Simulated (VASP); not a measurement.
# SnO2 (R3m) in VASP: a series of runs

SnO2 is run at these levels: PBEsol; tasks: single point.

Everything below comes from runs of VASP 6.6.1. Logs are shortened: lines on timing, memory, paths and dates and some standing lists are left out, and cuts for length are marked.

## 1. The cell of the first run

The typed cell holds 12 atoms: a = 5.901 Å, b = 5.901 Å, c = 5.901 Å, α = 70.42°, β = 70.42°, γ = 70.42°.

## 2. Single point, PBEsol

File INCAR:

```
PREC = Accurate
ENCUT = 520
EDIFF = 1E-6
ISMEAR = 0
SIGMA = 0.05
LREAL = False
LASPH = True
NELM = 60
ALGO = Normal
ISIF = 2
LWAVE = False
LCHARG = False
GGA = PS
NBANDS = 64
```

File KPOINTS:

```
Automatic mesh
0
Gamma
  6 6 6
  0.5 0.5 0.5
```

File POSCAR:

```
SnO2
1.0
    3.4024995751      1.9644340456      4.4030612835
   -3.4024995751      1.9644340456      4.4030612835
    0.0000000000     -3.9288680912      4.4030612835
Sn O
4 8
Direct
    0.8646807174      0.8646807174      0.8646807174
    0.3648245829      0.3648245829      0.8648190111
    0.3648245829      0.8648190111      0.3648245829
    0.8648190111      0.3648245829      0.3648245829
    0.1235003534      0.6233501671      0.6233501671
    0.6233501671      0.1235003534      0.6233501671
    0.6233501671      0.6233501671      0.1235003534
    0.6062113146      0.6062113146      0.6062113146
    0.1234715296      0.1234715296      0.1234715296
    0.1060883083      0.1060883083      0.6062369573
    0.1060883083      0.6062369573      0.1060883083
    0.6062369573      0.1060883083      0.1060883083
```

Potentials or basis: VASP PAW PBE potentials, release 64 (Sn_d, O).

Started as:

```bash
$ cat potpaw_PBE.64/Sn_d/POTCAR potpaw_PBE.64/O/POTCAR > POTCAR
$ mpirun -np 1 vasp_std > vasp.out
```

OUTCAR:

```text
PREC = Accurate
   ENCUT = 520
   EDIFF = 1E-6
   ISMEAR = 0
   LREAL = False
   LASPH = True
   NELM = 60
   ISIF = 2
   GGA = PS

 ion  position               nearest neighbor table
   1  0.865  0.865  0.865-  10 2.20  11 2.20  12 2.20   7 2.20   5 2.20   6 2.20   3 3.40   4 3.40
                             3 3.40   4 3.40   2 3.40   2 3.40
   2  0.365  0.365  0.865-   9 2.20  11 2.20  12 2.20   6 2.20   5 2.20   8 2.20   3 3.40   4 3.40
                             1 3.40   1 3.40   4 3.40   3 3.40
   3  0.365  0.865  0.365-   9 2.20  12 2.20  10 2.20   5 2.20   7 2.20   8 2.20   2 3.40   4 3.40
                             1 3.40   1 3.40   2 3.40   4 3.40
   4  0.865  0.365  0.365-   9 2.20  11 2.20  10 2.20   6 2.20   7 2.20   8 2.20   2 3.40   3 3.40
                             1 3.40   1 3.40   2 3.40   3 3.40
   5  0.124  0.623  0.623-   1 2.20   3 2.20   2 2.20
   6  0.623  0.124  0.623-   1 2.20   4 2.20   2 2.20
   7  0.623  0.623  0.124-   1 2.20   3 2.20   4 2.20
   8  0.606  0.606  0.606-   2 2.20   3 2.20   4 2.20
   9  0.123  0.123  0.123-   2 2.20   3 2.20   4 2.20
  10  0.106  0.106  0.606-   3 2.20   4 2.20   1 2.20
  11  0.106  0.606  0.106-   4 2.20   2 2.20   1 2.20
  12  0.606  0.106  0.106-   3 2.20   2 2.20   1 2.20

  LATTYP: Found a trigonal (rhomboedric) cell.
 ALAT       =     5.9010976220
 COS(alpha) =     0.3350935338

  Lattice vectors:

 A1 = (   3.4024995751,   1.9644340456,   4.4030612835)
 A2 = (  -3.4024995751,   1.9644340456,   4.4030612835)
 A3 = (   0.0000000000,  -3.9288680912,   4.4030612835)

Analysis of symmetry for initial positions (statically):
=====================================================================
 Subroutine PRICEL returns:
 Original cell was already a primitive cell.

 Routine SETGRP: Setting up the symmetry group for a
 trigonal (rhombohedral) supercell.

 Subroutine GETGRP returns: Found  6 space group operations
 (whereof  6 operations were pure point group operations)
 out of a pool of 12 trial point group operations.

The static configuration has the point symmetry C_3v.

Analysis of symmetry for dynamics (positions and initial velocities):
=====================================================================
 Subroutine PRICEL returns:
 Original cell was already a primitive cell.

 Routine SETGRP: Setting up the symmetry group for a
 trigonal (rhombohedral) supercell.

 Subroutine GETGRP returns: Found  6 space group operations
 (whereof  6 operations were pure point group operations)
 out of a pool of 12 trial point group operations.

The dynamic configuration has the point symmetry C_3v.

 Subroutine INISYM returns: Found  6 space group operations
 (whereof  6 operations are pure point group operations),
 and found     1 'primitive' translations

----------------------------------------------------------------------------------------

                                     Primitive cell

  volume of cell :     176.5800

  direct lattice vectors                    reciprocal lattice vectors
     3.402499575  1.964434046  4.403061283     0.146950790  0.084842078  0.075704904
    -3.402499575  1.964434046  4.403061283    -0.146950790  0.084842078  0.075704904
     0.000000000 -3.928868091  4.403061283     0.000000000 -0.169684156  0.075704904

  length of vectors
     5.901097622  5.901097622  5.901097622     0.185806204  0.185806204  0.185806204

  position of ions in fractional coordinates (direct lattice)
     0.864680717  0.864680717  0.864680717
     0.364824583  0.364824583  0.864819011
     0.364824583  0.864819011  0.364824583
     0.864819011  0.364824583  0.364824583
     0.123500353  0.623350167  0.623350167
     0.623350167  0.123500353  0.623350167
     0.623350167  0.623350167  0.123500353
     0.606211315  0.606211315  0.606211315
     0.123471530  0.123471530  0.123471530
     0.106088308  0.106088308  0.606236957
     0.106088308  0.606236957  0.106088308
     0.606236957  0.106088308  0.106088308

  ion indices of the primitive-cell ions
   primitive index   ion index
                 1           1
                 2           2
                 3           3
                 4           4
                 5           5
                 6           6
                 7           7
                 8           8
                 9           9
                10          10
                11          11
                12          12

----------------------------------------------------------------------------------------

 KPOINTS: Automatic mesh

Automatic generation of k-mesh.
 Grid dimensions read from file:
 generate k-points for:    6    6    6

 Generating k-lattice:

  Cartesian coordinates                     Fractional coordinates (reciprocal lattice)
     0.024491798  0.014140346  0.012617484     0.166666667  0.000000000  0.000000000
    -0.024491798  0.014140346  0.012617484     0.000000000  0.166666667  0.000000000
     0.000000000 -0.028280693  0.012617484     0.000000000  0.000000000  0.166666667

  Length of vectors
     0.030967701  0.030967701  0.030967701

  Shift w.r.t. Gamma in fractional coordinates (k-lattice)
     0.500000000  0.500000000  0.500000000

 Subroutine IBZKPT returns following result:
 ===========================================

 Found     28 irreducible k-points:

 Following reciprocal coordinates:
            Coordinates               Weight
  0.083333  0.083333  0.083333      2.000000
  0.250000  0.083333  0.083333      6.000000
  0.416667  0.083333  0.083333      6.000000
 -0.416667  0.083333  0.083333      6.000000
 -0.250000  0.083333  0.083333      6.000000
 -0.083333  0.083333  0.083333      6.000000
[... 16 lines left out ...]
  0.416667  0.416667  0.250000      6.000000
 -0.416667  0.416667  0.250000     12.000000
 [... further k-points ...]
   k-points           NKPTS =     28   k-points in BZ     NKDIM =     28   number of bands    NBANDS=     64
   number of dos      NEDOS =    301   number of ions     NIONS =     12
   total plane-waves  NPLWV = 110592
   dimension x,y,z NGX =    48 NGY =   48 NGZ =   48
   dimension x,y,z NGXF=    96 NGYF=   96 NGZF=   96
   ions per type =               4   8
   NGX,Y,Z   is equivalent  to a cutoff of  13.52, 13.52, 13.52 a.u.
   NGXF,Y,Z  is equivalent  to a cutoff of  27.05, 27.05, 27.05 a.u.
 SYSTEM =  unknown system
   PREC   = accura    normal or accurate (medium, high low for compatibility)
   ISTART =      0    job   : 0-new  1-cont  2-samecut
   ICHARG =      2    charge: 1-file 2-atom 10-const
   ISPIN  =      1    spin polarized calculation?
   LNONCOLLINEAR =      F non collinear calculations
   LSORBIT =      F    spin-orbit coupling
   LASPH  =      T    aspherical Exc in radial PAW
   ENCUT  =  520.0 eV  38.22 Ry    6.18 a.u.  10.97 10.97 10.97*2*pi/ulx,y,z
   NELM   =     60;   NELMIN=  2; NELMDL= -5     # of ELM steps
   EDIFF  = 0.1E-05   stopping-criterion for ELM
   LREAL  =      F    real-space projection
   EDIFFG = 0.1E-04   stopping-criterion for IOM
   NSW    =      0    number of steps for IOM
   IBRION =     -1    ionic relax: 0-MD 1-quasi-New 2-CG
   NFREE  =      0    steps in history (QN), initial steepest desc. (CG)
   ISIF   =      2    stress and relaxation
   ISYM   =      2    0-nonsym 1-usesym 2-fastsym
   POTIM  = 0.5000    time-step for ionic-motion
   TEBEG  =    0.0;   TEEND  =   0.0 temperature during run
   PSTRESS=    0.0 pullay stress
   NELECT =     104.0000    total number of electrons
   NUPDOWN=      -1.0000    fix difference up-down
   EMIN   =  10.00;   EMAX   =-10.00  energy-range for DOS
   EFERMI =   0.00;   METHOD = LEGACY
   ISMEAR =     0;   SIGMA  =   0.05  broadening in eV -4-tet -1-fermi 0-gaus
   EFERMI_NEDOS =   21; number of points for ismear=-14 and -15
   IALGO  =     38    algorithm
   IMIX   =      4    mixing-type and parameters
     AMIX     =   0.40;   BMIX     =  1.00
     AMIX_MAG =   1.60;   BMIX_MAG =  1.00
  volume/ion in A,a.u.               =      14.72        99.30
  Fermi-wavevector in a.u.,A,eV,Ry     =   1.372267  2.593210 25.621377  1.883118
  Thomas-Fermi vector in A             =   2.497890
   LORBIT       =      0    0 simple, 1 ext, 2 COOP (PROOUT), +10 PAW based schemes
   GGA     = PS    functional components
   LHFCALC =     F    Hartree Fock is set to
   AEXX    =    0.0000 exact exchange contribution
   IVDW    =     0    specifies the selected vdW correction
   LEPSILON=     F    determine dielectric tensor
   LRPA    =     F    only Hartree local field effects (RPA)
 non-spin polarized calculation
 Gauss-broadening in eV      SIGMA  =   0.05
  energy-cutoff  :      520.00
  volume of cell :      176.58
 maximum number of plane-waves:      4786
 NGX is ok and might be reduce to    48
   NGX = 21   NGY = 21   NGZ = 21

 number of electron     104.0000003 magnetization

 Free energy of the ion-electron system (eV)
  ---------------------------------------------------
  ext. energy  EPLUGINS =         0.00000000
  ---------------------------------------------------
  free energy    TOTEN  =       -75.96613190 eV

  energy without entropy =      -75.96613190  energy(sigma->0) =      -75.96613190

 E-fermi :   3.7141     XC(G=0): -10.3404

 val. band max:        3.4743256930   @ k =  -0.0833   0.0833   0.0833
 cond. band min:       4.3826081858   @ k =   0.0833   0.0833   0.0833
 fundamental gap:      0.9082824928
 Fermi energy:         3.7141337984

 k-point     1 :       0.0833    0.0833    0.0833
  band No.  band energies     occupation
      1     -17.0772      2.00000
      2     -17.0772      2.00000
      3     -17.0772      2.00000
      4     -16.7511      2.00000
      5     -16.5855      2.00000
      6     -16.5855      2.00000
[... 56 lines left out ...]
     63      12.9392      0.00000
     64      12.9392      0.00000

 k-point     2 :       0.2500    0.0833    0.0833
  band No.  band energies     occupation
      1     -17.0518      2.00000
      2     -17.0518      2.00000
      3     -17.0474      2.00000
      4     -16.7377      2.00000
      5     -16.6139      2.00000
      6     -16.5871      2.00000
[... 56 lines left out ...]
     63      12.6798      0.00000
     64      12.6798      0.00000

 k-point     3 :       0.4167    0.0833    0.0833
  band No.  band energies     occupation
      1     -16.9860      2.00000
      2     -16.9860      2.00000
      3     -16.9651      2.00000
      4     -16.7385      2.00000
      5     -16.6685      2.00000
      6     -16.6520      2.00000
[... 1396 lines left out ...]
     63      12.1566      0.00000
     64      12.8647      0.00000

 k-point    24 :      -0.4167    0.4167    0.2500
  band No.  band energies     occupation
      1     -17.0046      2.00000
      2     -16.9987      2.00000
      3     -16.9969      2.00000
      4     -16.7184      2.00000
      5     -16.6778      2.00000
      6     -16.6500      2.00000
[... 56 lines left out ...]
     63      12.0718      0.00000
     64      12.5174      0.00000

 [... further k-points ...]
[... 5 lines left out ...]
  --------------------------------------------------------------------------------------
  -------------------------------------------------------------------------------------
  Total      -22.9919764    -22.9919764     -8.7552505      0.0000000      0.0000000      0.0000000
  in kB     -208.6149243   -208.6149243    -79.4397093      0.0000000      0.0000000      0.0000000
  external PRESSURE =    -165.5565193 kB  Pullay stress =       0.0000000 kB

 VOLUME and BASIS-vectors are now :
 -----------------------------------------------------------------------------
  energy-cutoff  :      520.00
  volume of cell :      176.58
      direct lattice vectors                 reciprocal lattice vectors
     3.402499575  1.964434046  4.403061283     0.146950790  0.084842078  0.075704904
    -3.402499575  1.964434046  4.403061283    -0.146950790  0.084842078  0.075704904
     0.000000000 -3.928868091  4.403061283     0.000000000 -0.169684156  0.075704904

 POSITION                                       TOTAL-FORCE (eV/Angst)
 -----------------------------------------------------------------------------------
      0.00000      0.00000     11.42173         0.000000     -0.000000      0.003986
      0.00000     -1.96441      7.02054         0.000000     -0.001079     -0.001238
     -1.70123      0.98221      7.02054        -0.000935      0.000540     -0.001238
      1.70123      0.98221      7.02054         0.000935      0.000540     -0.001238
     -1.70074     -0.98192      6.03308        -0.001236     -0.000714      0.788691
      1.70074     -0.98192      6.03308         0.001236     -0.000714      0.788691
      0.00000      1.96384      6.03308         0.000000      0.001427      0.788691
      0.00000      0.00000      8.00756         0.000000     -0.000000     -0.789072
      0.00000      0.00000      1.63096         0.000000     -0.000000      0.788419
      0.00000     -1.96502      3.60353         0.000000      0.001437     -0.788564
     -1.70176      0.98251      3.60353         0.001244     -0.000718     -0.788564
      1.70176      0.98251      3.60353        -0.001244     -0.000718     -0.788564
 -----------------------------------------------------------------------------------
    total drift:                                0.000000      0.000000     -0.000067

  FREE ENERGIE OF THE ION-ELECTRON SYSTEM (eV)
  ---------------------------------------------------
  free  energy   TOTEN  =       -75.9661319036 eV

  energy  without entropy=      -75.9661319036  energy(sigma->0) =      -75.96613190
```

It took 10 min on 1 thread of Oxide Virtual Turin-like, shared host; peak memory 0.4 GiB.

Results:

```
Free energy            : -75.9661 eV
Pressure               : -16.6 GPa
Largest force          : 0.789 eV/Å
Band gap on the k mesh : 0.91 eV
```

Forces on the atoms (eV/Å):
```
Sn   0.000  0.000  0.004
Sn   0.000 -0.001 -0.001
Sn  -0.001  0.001 -0.001
Sn   0.001  0.001 -0.001
O   -0.001 -0.001  0.789
O    0.001 -0.001  0.789
O    0.000  0.001  0.789
O    0.000  0.000 -0.789
O    0.000  0.000  0.788
O    0.000  0.001 -0.789
O    0.001 -0.001 -0.789
O   -0.001 -0.001 -0.789
```

Caveat: the PAW data sets were made with another functional, which shifts forces and pressure a little; spin-orbit coupling is left out, which moves the levels of the heavy elements. A k mesh can miss the band edges.

## 3. Single point, PBEsol (volume 11.561 Å^3 an atom, c/a of the conventional cell 2.1915)

File INCAR:

```
ALGO = Normal
EDIFF = 1E-7
ENCUT = 520
GGA = PS
ISIF = 2
ISMEAR = 0
LASPH = T
LCHARG = F
LREAL = F
LWAVE = F
NBANDS = 64
NELM = 80
PREC = Accurate
SIGMA = 0.05
```

File KPOINTS:

```
k-points
0
Gamma
  6 6 6
```

POSCAR, as its differences from that of step 2:

```diff
@@ -2,5 +2,5 @@
 1.0
-    3.4024995751      1.9644340456      4.4030612835
-   -3.4024995751      1.9644340456      4.4030612835
-    0.0000000000     -3.9288680912      4.4030612835
+    3.0151709215      1.7408097432      4.4051647162
+   -3.0151709215      1.7408097432      4.4051647162
+    0.0000000000     -3.4816194863      4.4051647163
 Sn O
```

Potentials or basis: VASP PAW PBE potentials, release 64 (Sn_d, O).

Started as:

```bash
$ cat potpaw_PBE.64/Sn_d/POTCAR potpaw_PBE.64/O/POTCAR > POTCAR
$ mpirun -np 1 vasp_std > vasp.out
```

It took 6.6 min on 1 thread of Oxide Virtual Turin-like, shared host; peak memory 0.34 GiB.

Results (log left out):

| Item | Value |
| --- | --- |
| Free energy | -74.8704 eV |
| Pressure | 36.4 GPa |
| Largest force | 1.840 eV/Å |
| Band gap on the k mesh | 3.16 eV |

Forces on the atoms (eV/Å):
```
Sn   0.000  0.000 -0.002
Sn   0.000  0.002  0.000
Sn   0.002 -0.001  0.000
Sn  -0.002 -0.001  0.000
O    0.001  0.001 -1.836
O   -0.001  0.001 -1.836
O    0.000 -0.001 -1.836
O    0.000  0.000  1.833
O    0.000  0.000 -1.840
O    0.000 -0.002  1.838
O   -0.001  0.001  1.838
O    0.001  0.001  1.838
```

Stress tensor (GPa, compression positive):
```
45.14  0.00  0.00
 0.00 45.14  0.00
 0.00  0.00 18.87
```

Levels at points of the mesh, in eV from the valence-band top:
```tsv
k point	band 48	band 49	band 50	band 51	band 52	band 53	band 54	band 55	band 56	band 57
(0.00, 0.00, 0.00)	-0.40	-0.27	0.00	0.00	0.00	3.16	6.37	6.52	6.52	6.52
(0.50, 0.00, 0.00)	-0.55	-0.50	-0.50	-0.15	-0.15	5.89	5.89	7.65	7.65	7.89
(0.50, 0.50, 0.00)	-0.75	-0.64	-0.64	-0.11	-0.11	6.28	6.28	7.65	7.65	8.62
(0.50, 0.50, 0.50)	-0.73	-0.73	-0.67	-0.67	-0.67	4.82	6.65	7.14	7.14	7.14
```

Caveat: the PAW data sets were made with another functional, which shifts forces and pressure a little; spin-orbit coupling is left out, which moves the levels of the heavy elements.

## 4. Single point, PBEsol (volume 11.561 Å^3 an atom, c/a of the conventional cell 1.7193)

File INCAR:

```
PREC = Accurate
ENCUT = 520
EDIFF = 1E-7
ISMEAR = 0
SIGMA = 0.05
LREAL = False
LASPH = True
NELM = 100
ALGO = Normal
ISIF = 2
LWAVE = False
LCHARG = False
GGA = PS
NBANDS = 64
```

File KPOINTS:

```
regular mesh
0
Gamma
  6 6 6
```

POSCAR, as its differences from that of step 3:

```diff
@@ -2,5 +2,5 @@
 1.0
-    3.0151709215      1.7408097432      4.4051647162
-   -3.0151709215      1.7408097432      4.4051647162
-    0.0000000000     -3.4816194863      4.4051647163
+    3.2692028840      1.8874751651      3.7471603456
+   -3.2692028840      1.8874751651      3.7471603456
+    0.0000000000     -3.7749503301      3.7471603456
 Sn O
```

Started as:

```bash
$ cat potpaw_PBE.64/Sn_d/POTCAR potpaw_PBE.64/O/POTCAR > POTCAR
$ mpirun -np 1 vasp_std > vasp.out
```

Run time: 7.7 min. Hardware: 1 thread of Oxide Virtual Turin-like, shared host; peak memory 0.31 GiB.

It converged, with:

* Free energy: -76.4551 eV
* Pressure: 12.6 GPa
* Largest force: 1.475 eV/Å
* Band gap on the k mesh: 1.49 eV

Forces in eV/Å, atoms in the order of the input:
```
Sn   0.000  0.000 -0.003
Sn   0.000 -0.003  0.001
Sn  -0.003  0.002  0.001
Sn   0.003  0.002  0.001
O    0.000  0.000 -1.473
O    0.000  0.000 -1.473
O    0.000  0.000 -1.473
O    0.000  0.000  1.475
O    0.000  0.000 -1.471
O    0.000  0.000  1.472
O    0.000  0.000  1.472
O    0.000  0.000  1.472
```

Levels at points of the mesh, in eV from the valence-band top:
```csv
k point,band 49,band 50,band 51,band 52,band 53,band 54,band 55,band 56
"(0.00, 0.00, 0.00)",-0.04,0.00,0.00,0.00,1.49,4.92,4.92,4.92
"(0.50, 0.00, 0.00)",-0.10,-0.10,-0.09,-0.09,4.26,4.27,5.92,5.92
"(0.50, 0.50, 0.00)",-0.46,-0.46,-0.11,-0.11,4.93,4.93,5.86,5.86
"(0.50, 0.50, 0.50)",-1.49,-1.11,-1.11,-1.11,4.08,5.91,5.91,5.91
```

Caveat: the PAW data sets were made with another functional, which shifts forces and pressure a little; spin-orbit coupling is left out, which moves the levels of the heavy elements.

## 5. Summary

```tsv
cell	k mesh	gap on the mesh (eV)	pressure (GPa)	largest force (eV/Å)
a = 5.901 Å, angles 70.4°, 12 atoms	6 × 6 × 6, shifted	0.91	-16.6	0.79
a = 5.615 Å, angles 65.0°, 12 atoms	6 × 6 × 6	3.16	36.4	1.84
a = 5.319 Å, angles 75.9°, 12 atoms	6 × 6 × 6	1.49	12.6	1.47
```

Alike in all rows: task single point; level PBEsol; potentials or basis VASP PAW PBE potentials, release 64 (Sn_d, O); no spin polarisation; cutoff (eV) 520; smearing gaussian 0.05 eV.

Caveats: the PAW data sets were made with another functional, which shifts forces and pressure a little; spin-orbit coupling is left out, which moves the levels of the heavy elements.

Total energies depend on the potentials used, so only differences within one code and one set of settings carry meaning.
